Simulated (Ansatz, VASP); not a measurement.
**ScAl: VASP beside Ansatz**

The input INCAR:

```
SYSTEM = ScAl
ALGO     = Normal         ! electronic algorithm
EDIFF    = 1E-6           ! SCF threshold, eV
ENCUT    = 520            ! plane-wave cutoff, eV
GGA      = PS             ! functional
ISIF     = 2              ! what is computed and relaxed
ISMEAR   = 0              ! smearing method
LASPH    = .True.         ! aspherical terms in the spheres
LCHARG   = .False.        ! write CHGCAR
LREAL    = .False.        ! projectors in reciprocal space
LWAVE    = .False.        ! write WAVECAR
NBANDS   = 14             ! bands
NELM     = 100            ! most SCF steps
PREC     = Accurate       ! precision mode
SIGMA    = 0.1            ! smearing width, eV
```

The input KPOINTS:

```
k-points
0
Gamma
  12 12 12
  0 0 0
```

The input POSCAR:

```
ScAl
1.0
    3.3106197290      0.0000000000      0.0000000000
    0.0000000000      3.3106197290      0.0000000000
    0.0000000000      0.0000000000      3.3106197290
Sc Al
1 1
Direct
    0.5000000000      0.5000000000      0.5000000000
    0.0000000000      0.0000000000      0.0000000000
```

Input for Ansatz:

```yaml
crystal:
  lattice:
    - [3.3106197272, 0.0, 0.0]
    - [0.0, 3.3106197272, 0.0]
    - [0.0, 0.0, 3.3106197272]
  atoms:
    - { symbol: Sc, position: [0.5, 0.5, 0.5] }
    - { symbol: Al, position: [0.0, 0.0, 0.0] }
basis:
  ecutwfc: 420
kpoints:
  mp_grid: { grid: [12, 12, 12] }
hamiltonian:
  xc: pbesol
scf:
  occupations: { method: gaussian, width: 0.1 }
output:
  forces: true
  stress: true
  eigenvalues: true
  write_density: true
  write_potential: true
  elf: true
  volumetric_format: npy
```

Alike in both runs: task single point; functional PBEsol; k mesh 12 × 12 × 12; occupations gaussian, width 0.1 eV; no spin polarisation.

|  | VASP | Ansatz |
| --- | --- | --- |
| version | VASP 6.6.1 | Ansatz 0.2.0 |
| potentials or method | VASP PAW PBE potentials, release 64 (Sc_sv, Al), cutoff 520 eV | scalar-relativistic, plane waves, PAW |
| valence electrons in the cell | 14 | 14 |

|  | VASP | Ansatz | Ansatz less VASP |
| --- | --- | --- | --- |
| gap on the k mesh at the Fermi level (eV) | none | none | - |
| pressure (GPa) | 2.8 | 2.7 | -0.15 |

VASP's potentials were made for PBE, not for PBEsol. A gap of «none» marks a metal or a gap that the smearing closes.
